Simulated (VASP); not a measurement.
# CsI (Pm-3m) in VASP: a series of runs, part 2 of 3

VASP 6.6.1.

## 4. Relaxation of cell and atoms, PBE

This run uses another cell than the first one, of 50.79 Å³/atom, 0.971 times its volume.

INCAR

```
PREC = Accurate
ENCUT = 500
EDIFF = 1E-7
ISMEAR = 0
SIGMA = 0.01
LREAL = F
LASPH = T
NELM = 120
ALGO = Normal
ISIF = 3
LWAVE = F
LCHARG = F
GGA = PE
IBRION = 2
NSW = 80
EDIFFG = -0.001
GGA_COMPAT = F
NELMIN = 4
```

KPOINTS

```
Automatic mesh
0
Gamma
  6 6 6
```

POSCAR

```
CsI
1.0
    4.6660157997      0.0000000000      0.0000000000
    0.0000000000      4.6660157997      0.0000000000
    0.0000000000      0.0000000000      4.6660157997
Cs I
1 1
Direct
    0.0000000000      0.0000000000      0.0000000000
    0.5000000000      0.5000000000      0.5000000000
```

Potentials or basis: VASP PAW PBE potentials, release 64 (Cs_sv, I).

Started as:

```
> cat potpaw_PBE.64/Cs_sv/POTCAR potpaw_PBE.64/I/POTCAR > POTCAR
> mpirun -np 1 vasp_std > vasp.out
```

OUTCAR:

```text
PREC = Accurate
   ENCUT = 500
   EDIFF = 1E-7
   ISMEAR = 0
   LREAL = F
   LASPH = T
   NELM = 120
   ISIF = 3
   GGA = PE
   IBRION = 2
   NSW = 80
   EDIFFG = -0.001
   NELMIN = 4

 ion  position               nearest neighbor table
   1  0.000  0.000  0.000-
   2  0.500  0.500  0.500-

  LATTYP: Found a simple cubic cell.
 ALAT       =     4.6660157997

  Lattice vectors:

 A1 = (   4.6660157997,   0.0000000000,   0.0000000000)
 A2 = (   0.0000000000,   4.6660157997,   0.0000000000)
 A3 = (   0.0000000000,   0.0000000000,   4.6660157997)

Analysis of symmetry for initial positions (statically):
=====================================================================
 Subroutine PRICEL returns:
 Original cell was already a primitive cell.

 Routine SETGRP: Setting up the symmetry group for a
 simple cubic supercell.

 Subroutine GETGRP returns: Found 48 space group operations
 (whereof 48 operations were pure point group operations)
 out of a pool of 48 trial point group operations.

The static configuration has the point symmetry O_h .

Analysis of symmetry for dynamics (positions and initial velocities):
=====================================================================
 Subroutine PRICEL returns:
 Original cell was already a primitive cell.

 Routine SETGRP: Setting up the symmetry group for a
 simple cubic supercell.

 Subroutine GETGRP returns: Found 48 space group operations
 (whereof 48 operations were pure point group operations)
 out of a pool of 48 trial point group operations.

The dynamic configuration has the point symmetry O_h .

 Subroutine INISYM returns: Found 48 space group operations
 (whereof 48 operations are pure point group operations),
 and found     1 'primitive' translations

----------------------------------------------------------------------------------------

                                     Primitive cell

  volume of cell :     101.5871

  direct lattice vectors                    reciprocal lattice vectors
     4.666015800  0.000000000  0.000000000     0.214315605  0.000000000  0.000000000
     0.000000000  4.666015800  0.000000000     0.000000000  0.214315605  0.000000000
     0.000000000  0.000000000  4.666015800     0.000000000  0.000000000  0.214315605

  length of vectors
     4.666015800  4.666015800  4.666015800     0.214315605  0.214315605  0.214315605

  position of ions in fractional coordinates (direct lattice)
     0.000000000  0.000000000  0.000000000
     0.500000000  0.500000000  0.500000000

  ion indices of the primitive-cell ions
   primitive index   ion index
                 1           1
                 2           2

----------------------------------------------------------------------------------------

 KPOINTS: Automatic mesh

Automatic generation of k-mesh.
 Grid dimensions read from file:
 generate k-points for:    6    6    6

 Generating k-lattice:

  Cartesian coordinates                     Fractional coordinates (reciprocal lattice)
     0.035719268  0.000000000  0.000000000     0.166666667  0.000000000  0.000000000
     0.000000000  0.035719268  0.000000000     0.000000000  0.166666667  0.000000000
     0.000000000  0.000000000  0.035719268     0.000000000  0.000000000  0.166666667

  Length of vectors
     0.035719268  0.035719268  0.035719268

  Shift w.r.t. Gamma in fractional coordinates (k-lattice)
     0.000000000  0.000000000  0.000000000

 Subroutine IBZKPT returns following result:
 ===========================================

 Found     20 irreducible k-points:

 Following reciprocal coordinates:
            Coordinates               Weight
  0.000000  0.000000  0.000000      1.000000
  0.166667  0.000000  0.000000      6.000000
  0.333333  0.000000  0.000000      6.000000
  0.500000  0.000000  0.000000      3.000000
  0.166667  0.166667  0.000000     12.000000
  0.333333  0.166667  0.000000     24.000000
[... 12 lines left out ...]
  0.500000  0.500000  0.333333      6.000000
  0.500000  0.500000  0.500000      1.000000
   k-points           NKPTS =     20   k-points in BZ     NKDIM =     20   number of bands    NBANDS=     12
   number of dos      NEDOS =    301   number of ions     NIONS =      2
   total plane-waves  NPLWV =  46656
   dimension x,y,z NGX =    36 NGY =   36 NGZ =   36
   dimension x,y,z NGXF=    72 NGYF=   72 NGZF=   72
   ions per type =               1   1
   NGX,Y,Z   is equivalent  to a cutoff of  12.83, 12.83, 12.83 a.u.
   NGXF,Y,Z  is equivalent  to a cutoff of  25.65, 25.65, 25.65 a.u.
 SYSTEM =  unknown system
   PREC   = accura    normal or accurate (medium, high low for compatibility)
   ISTART =      0    job   : 0-new  1-cont  2-samecut
   ICHARG =      2    charge: 1-file 2-atom 10-const
   ISPIN  =      1    spin polarized calculation?
   LNONCOLLINEAR =      F non collinear calculations
   LSORBIT =      F    spin-orbit coupling
   LASPH  =      T    aspherical Exc in radial PAW
   ENCUT  =  500.0 eV  36.75 Ry    6.06 a.u.   8.51  8.51  8.51*2*pi/ulx,y,z
   NELM   =    120;   NELMIN=  4; NELMDL= -5     # of ELM steps
   EDIFF  = 0.1E-06   stopping-criterion for ELM
   LREAL  =      F    real-space projection
   EDIFFG = -.1E-02   stopping-criterion for IOM
   NSW    =     80    number of steps for IOM
   IBRION =      2    ionic relax: 0-MD 1-quasi-New 2-CG
   NFREE  =      1    steps in history (QN), initial steepest desc. (CG)
   ISIF   =      3    stress and relaxation
   ISYM   =      2    0-nonsym 1-usesym 2-fastsym
   POTIM  = 0.5000    time-step for ionic-motion
   TEBEG  =    0.0;   TEEND  =   0.0 temperature during run
   PSTRESS=    0.0 pullay stress
   NELECT =      16.0000    total number of electrons
   NUPDOWN=      -1.0000    fix difference up-down
   EMIN   =  10.00;   EMAX   =-10.00  energy-range for DOS
   EFERMI =   0.00;   METHOD = LEGACY
   ISMEAR =     0;   SIGMA  =   0.01  broadening in eV -4-tet -1-fermi 0-gaus
   EFERMI_NEDOS =   21; number of points for ismear=-14 and -15
   IALGO  =     38    algorithm
   IMIX   =      4    mixing-type and parameters
     AMIX     =   0.40;   BMIX     =  1.00
     AMIX_MAG =   1.60;   BMIX_MAG =  1.00
  volume/ion in A,a.u.               =      50.79       342.77
  Fermi-wavevector in a.u.,A,eV,Ry     =   0.884101  1.670709 10.634788  0.781635
  Thomas-Fermi vector in A             =   2.004956
   LORBIT       =      0    0 simple, 1 ext, 2 COOP (PROOUT), +10 PAW based schemes
   GGA     = PE    functional components
   LHFCALC =     F    Hartree Fock is set to
   AEXX    =    0.0000 exact exchange contribution
   IVDW    =     0    specifies the selected vdW correction
   LEPSILON=     F    determine dielectric tensor
   LRPA    =     F    only Hartree local field effects (RPA)
 conjugate gradient relaxation of ions
 non-spin polarized calculation
 Gauss-broadening in eV      SIGMA  =   0.01
  energy-cutoff  :      500.00
  volume of cell :      101.59
 maximum number of plane-waves:      2601
 NGX is ok and might be reduce to    36
   NGX = 17   NGY = 17   NGZ = 17

--------------------------------------- Ionic step        1  -------------------------------------------

 number of electron      15.9999999 magnetization

 Free energy of the ion-electron system (eV)
  ---------------------------------------------------
  ext. energy  EPLUGINS =         0.00000000
  ---------------------------------------------------
  free energy    TOTEN  =        -5.44282685 eV

  energy without entropy =       -5.44282685  energy(sigma->0) =       -5.44282685

------------------------ aborting loop because EDIFF is reached ----------------------------------------

  FORCE on cell =-STRESS in cart. coord.  units (eV):
  Direction    XX          YY          ZZ          XY          YZ          ZX
  --------------------------------------------------------------------------------------
  -------------------------------------------------------------------------------------
  Total        0.0169756      0.0169756      0.0169756     -0.0000000      0.0000000      0.0000000
  in kB        0.2677302      0.2677302      0.2677302     -0.0000000      0.0000000      0.0000000
  external PRESSURE =       0.2677302 kB  Pullay stress =       0.0000000 kB
[... 57 lines left out ...]
  energy  without entropy=       -5.4428428013  energy(sigma->0) =       -5.44284280

--------------------------------------- Ionic step        3  -------------------------------------------

 number of electron      15.9999998 magnetization

 Free energy of the ion-electron system (eV)
  ---------------------------------------------------
  ext. energy  EPLUGINS =         0.00000000
  ---------------------------------------------------
  free energy    TOTEN  =        -5.44284940 eV

  energy without entropy =       -5.44284940  energy(sigma->0) =       -5.44284940

 E-fermi :   0.5110     XC(G=0):  -7.4842

 val. band max:        0.4300613476   @ k =   0.5000   0.5000   0.0000
 cond. band min:       4.0982474549   @ k =   0.0000   0.0000   0.0000
 fundamental gap:      3.6681861072
 Fermi energy:         0.5110167947

 k-point     1 :       0.0000    0.0000    0.0000
  band No.  band energies     occupation
      1     -20.0523      2.00000
      2     -10.1287      2.00000
      3      -6.7610      2.00000
      4      -6.7610      2.00000
      5      -6.7610      2.00000
      6       0.3335      2.00000
      7       0.3335      2.00000
      8       0.3335      2.00000
      9       4.0982      0.00000
     10       4.7021      0.00000
     11       4.7021      0.00000
     12       8.0429      0.00000
[... 312 lines left out ...]
  FREE ENERGIE OF THE ION-ELECTRON SYSTEM (eV)
  ---------------------------------------------------
  free  energy   TOTEN  =        -5.4428494042 eV

  energy  without entropy=       -5.4428494042  energy(sigma->0) =       -5.44284940

 reached required accuracy - stopping structural energy minimisation
```

OSZICAR:

```text
N       E                     dE             d eps       ncg     rms          rms(c)
DAV:   1     0.919832247952E+02    0.91983E+02   -0.58238E+03   480   0.104E+03
DAV:   2     0.166404606729E+01   -0.90319E+02   -0.84527E+02   784   0.160E+02
DAV:   3    -0.549911445914E+01   -0.71632E+01   -0.71467E+01   624   0.532E+01
[... 25 lines left out ...]
DAV:   4    -0.544285075656E+01    0.75354E-06   -0.16130E-06   516   0.889E-03    0.130E-02
DAV:   5    -0.544284978285E+01    0.97371E-06   -0.12701E-06   556   0.683E-03    0.139E-03
DAV:   6    -0.544284956350E+01    0.21935E-06   -0.11441E-07   292   0.205E-03    0.541E-04
DAV:   7    -0.544284938902E+01    0.17448E-06   -0.13351E-08   272   0.987E-04    0.224E-04
DAV:   8    -0.544284940415E+01   -0.15136E-07   -0.19972E-09   276   0.335E-04
   3 F= -.54428494E+01 E0= -.54428494E+01  d E =-.225520E-04
```

Run time: 23 s. Hardware: 1 thread of Intel Xeon 6975P-C (Granite Rapids), shared host; peak memory 0.22 GiB.

What came out:

- Free energy: -5.4428 eV
- Relaxed volume: 50.93 Å³/atom
- Relaxed cell: a = 4.670 Å, b = 4.670 Å, c = 4.670 Å, α = 90.00°, β = 90.00°, γ = 90.00°
- Space group after relaxing (to 0.05 Å): Pm-3m (No. 221)
- Energy gained by relaxing: 0.0 meV/atom
- Ionic steps: 3
- Pressure after relaxing: 0.0 GPa
- Band gap on the k mesh: 3.67 eV, indirect (least direct gap 3.76 eV)

Final structure:
```
Cs I
1.0
     4.67030    0.00000    0.00000
     0.00000    4.67030    0.00000
     0.00000    0.00000    4.67030
Cs I
1 1
Cartesian
  0.0000 0.0000 0.0000
  2.3352 2.3352 2.3352
```

Levels at points of the mesh, in eV from the valence-band top:
```tsv
k point	band 5	band 6	band 7	band 8	band 9	band 10	band 11	band 12
(0.00, 0.00, 0.00)	-7.19	-0.10	-0.10	-0.10	3.67	4.27	4.27	7.61
(0.50, 0.00, 0.00)	-7.14	-1.40	-0.21	-0.21	5.21	6.21	6.43	6.85
(0.50, 0.50, 0.00)	-7.11	-0.81	-0.81	0.00	4.25	4.89	6.08	6.08
(0.50, 0.50, 0.50)	-7.40	-1.15	-1.15	-1.15	6.97	6.97	6.97	7.55
```

Caveat: spin-orbit coupling is left out, which moves the levels of the heavy elements.

## 5. Single point, PBE (volume scaled by 0.94)

INCAR

```
SYSTEM = CsI
ALGO = Normal ; EDIFF = 1E-6
ENCUT = 500 ; GGA = PE
GGA_COMPAT = .False. ; ISIF = 2
ISMEAR = 0 ; LASPH = .True.
LCHARG = .True. ; LELF = .True.
LREAL = .False. ; LVHAR = .True.
LWAVE = .False. ; NBANDS = 15
NELM = 120 ; PREC = Accurate
SIGMA = 0.02
```

KPOINTS

```
k-points
0
Gamma
  6 6 6
  0 0 0
```

POSCAR

```
CsI
1.0
    4.5707640169      0.0000000000      0.0000000000
    0.0000000000      4.5707640169      0.0000000000
    0.0000000000      0.0000000000      4.5707640169
Cs I
1 1
Direct
    0.0000000000      0.0000000000      0.0000000000
    0.5000000000      0.5000000000      0.5000000000
```

Potentials or basis: VASP PAW PBE potentials, release 64 (Cs_sv, I).

Started as:

```
> cat potpaw_PBE.64/Cs_sv/POTCAR potpaw_PBE.64/I/POTCAR > POTCAR
> mpirun -np 1 vasp_std > vasp.out
```

OUTCAR:

```text
SYSTEM = CsI
   EDIFF = 1E-6
   ENCUT = 500
   GGA = PE
   ISIF = 2
   ISMEAR = 0
   LASPH = .True.
   LREAL = .False.
   NELM = 120
   PREC = Accurate

 ion  position               nearest neighbor table
   1  0.000  0.000  0.000-
   2  0.500  0.500  0.500-

  LATTYP: Found a simple cubic cell.
 ALAT       =     4.5707640169

  Lattice vectors:

 A1 = (   4.5707640169,   0.0000000000,   0.0000000000)
 A2 = (   0.0000000000,   4.5707640169,   0.0000000000)
 A3 = (   0.0000000000,   0.0000000000,   4.5707640169)

Analysis of symmetry for initial positions (statically):
=====================================================================
 Subroutine PRICEL returns:
 Original cell was already a primitive cell.

 Routine SETGRP: Setting up the symmetry group for a
 simple cubic supercell.

 Subroutine GETGRP returns: Found 48 space group operations
 (whereof 48 operations were pure point group operations)
 out of a pool of 48 trial point group operations.

The static configuration has the point symmetry O_h .

Analysis of symmetry for dynamics (positions and initial velocities):
=====================================================================
 Subroutine PRICEL returns:
 Original cell was already a primitive cell.

 Routine SETGRP: Setting up the symmetry group for a
 simple cubic supercell.

 Subroutine GETGRP returns: Found 48 space group operations
 (whereof 48 operations were pure point group operations)
 out of a pool of 48 trial point group operations.

The dynamic configuration has the point symmetry O_h .

 Subroutine INISYM returns: Found 48 space group operations
 (whereof 48 operations are pure point group operations),
 and found     1 'primitive' translations

----------------------------------------------------------------------------------------

                                     Primitive cell

  volume of cell :      95.4919
[... 111 lines left out ...]
   AEXX    =    0.0000 exact exchange contribution
   IVDW    =     0    specifies the selected vdW correction
   LEPSILON=     F    determine dielectric tensor
   LRPA    =     F    only Hartree local field effects (RPA)
 non-spin polarized calculation
 Gauss-broadening in eV      SIGMA  =   0.02
  energy-cutoff  :      500.00
  volume of cell :       95.49
 maximum number of plane-waves:      2469
 NGX is ok and might be reduce to    36
   NGX = 17   NGY = 17   NGZ = 17

 number of electron      16.0000003 magnetization

 Free energy of the ion-electron system (eV)
  ---------------------------------------------------
  ext. energy  EPLUGINS =         0.00000000
  ---------------------------------------------------
  free energy    TOTEN  =        -5.42850024 eV

  energy without entropy =       -5.42850024  energy(sigma->0) =       -5.42850024

 E-fermi :   0.8977     XC(G=0):  -7.7571

 val. band max:        0.7974649642   @ k =   0.5000   0.5000   0.0000
 cond. band min:       4.6645514588   @ k =   0.0000   0.0000   0.0000
 fundamental gap:      3.8670864947
 Fermi energy:         0.8977402323

 k-point     1 :       0.0000    0.0000    0.0000
  band No.  band energies     occupation
      1     -19.5965      2.00000
      2      -9.8560      2.00000
      3      -6.2974      2.00000
      4      -6.2974      2.00000
      5      -6.2974      2.00000
      6       0.7082      2.00000
      7       0.7082      2.00000
      8       0.7082      2.00000
      9       4.6646      0.00000
     10       4.9821      0.00000
     11       4.9821      0.00000
     12       8.5527      0.00000
     13       8.5527      0.00000
     14       8.5527      0.00000
[... 329 lines left out ...]
      2      -9.5835      2.00000
      3      -6.5468      2.00000
      4      -6.5468      2.00000
      5      -6.5468      2.00000
      6      -0.5047      2.00000
      7      -0.5047      2.00000
      8      -0.5047      2.00000
      9       7.9636      0.00000
     10       7.9636      0.00000
     11       7.9636      0.00000
     12       8.6449      0.00000
     13       8.6449      0.00000
     14       8.6449      0.00000
     15      10.5759      0.00000

------------------------ aborting loop because EDIFF is reached ----------------------------------------

  FORCE on cell =-STRESS in cart. coord.  units (eV):
  Direction    XX          YY          ZZ          XY          YZ          ZX
  --------------------------------------------------------------------------------------
  -------------------------------------------------------------------------------------
  Total        0.4516030      0.4516030      0.4516030      0.0000000      0.0000000     -0.0000000
  in kB        7.5770640      7.5770640      7.5770640      0.0000000      0.0000000     -0.0000000
  external PRESSURE =       7.5770640 kB  Pullay stress =       0.0000000 kB

 VOLUME and BASIS-vectors are now :
 -----------------------------------------------------------------------------
  energy-cutoff  :      500.00
  volume of cell :       95.49
      direct lattice vectors                 reciprocal lattice vectors
     4.570764017  0.000000000  0.000000000     0.218781805  0.000000000  0.000000000
     0.000000000  4.570764017  0.000000000     0.000000000  0.218781805  0.000000000
     0.000000000  0.000000000  4.570764017     0.000000000  0.000000000  0.218781805

 POSITION                                       TOTAL-FORCE (eV/Angst)
 -----------------------------------------------------------------------------------
      0.00000      0.00000      0.00000         0.000000      0.000000      0.000000
      2.28538      2.28538      2.28538         0.000000      0.000000      0.000000
 -----------------------------------------------------------------------------------
    total drift:                               -0.000000      0.000000      0.000000

  FREE ENERGIE OF THE ION-ELECTRON SYSTEM (eV)
  ---------------------------------------------------
  free  energy   TOTEN  =        -5.4285002383 eV

  energy  without entropy=       -5.4285002383  energy(sigma->0) =       -5.42850024
```

OSZICAR:

```text
N       E                     dE             d eps       ncg     rms          rms(c)
DAV:   1     0.867944900976E+02    0.86794E+02   -0.59671E+03   600   0.850E+02
DAV:   2     0.189162939792E+01   -0.84903E+02   -0.77098E+02   832   0.139E+02
DAV:   3    -0.547025590849E+01   -0.73619E+01   -0.73351E+01   831   0.461E+01
DAV:   4    -0.556728218095E+01   -0.97026E-01   -0.97016E-01   703   0.643E+00
DAV:   5    -0.556838441121E+01   -0.11022E-02   -0.11022E-02   847   0.665E-01    0.159E+00
DAV:   6    -0.544901885091E+01    0.11937E+00   -0.94691E-02   726   0.153E+00    0.112E+00
DAV:   7    -0.542475033924E+01    0.24269E-01   -0.98659E-02   754   0.152E+00    0.607E-01
DAV:   8    -0.542868311662E+01   -0.39328E-02   -0.12599E-02   621   0.602E-01    0.112E-01
DAV:   9    -0.542842189601E+01    0.26122E-03   -0.58897E-04   817   0.129E-01    0.524E-02
DAV:  10    -0.542850338951E+01   -0.81494E-04   -0.22779E-04   642   0.825E-02    0.361E-02
DAV:  11    -0.542849931109E+01    0.40784E-05   -0.15363E-05   754   0.182E-02    0.982E-03
DAV:  12    -0.542850023835E+01   -0.92726E-06   -0.36607E-06   684   0.124E-02
   1 F= -.54285002E+01 E0= -.54285002E+01  d E =-.189629E-14
```

stdout:

```text
POSCAR found type information on POSCAR CsI
 POSCAR found :  2 types and       2 ions
 scaLAPACK will be used
 LDA part: xc-table for (Slater+PW92), standard interpolation
 POSCAR, INCAR and KPOINTS ok, starting setup
 FFT: planning ... GRIDC
 FFT: planning ... GRID_SOFT
 FFT: planning ... GRID
 WAVECAR not read
 entering main loop
```

It took 31 s on 1 thread of Intel Xeon 8259CL, shared host; peak memory 0.22 GiB.

What came out:

```
Free energy            : -5.4285 eV
Pressure               : 0.8 GPa
Band gap on the k mesh : 3.87 eV, indirect (least direct gap 3.96 eV)
```

Caveat: the cell differs from its parent crystal (volume scaled by 0.94); spin-orbit coupling is left out, which moves the levels of the heavy elements.

(Part 2 of 3 ends here.)
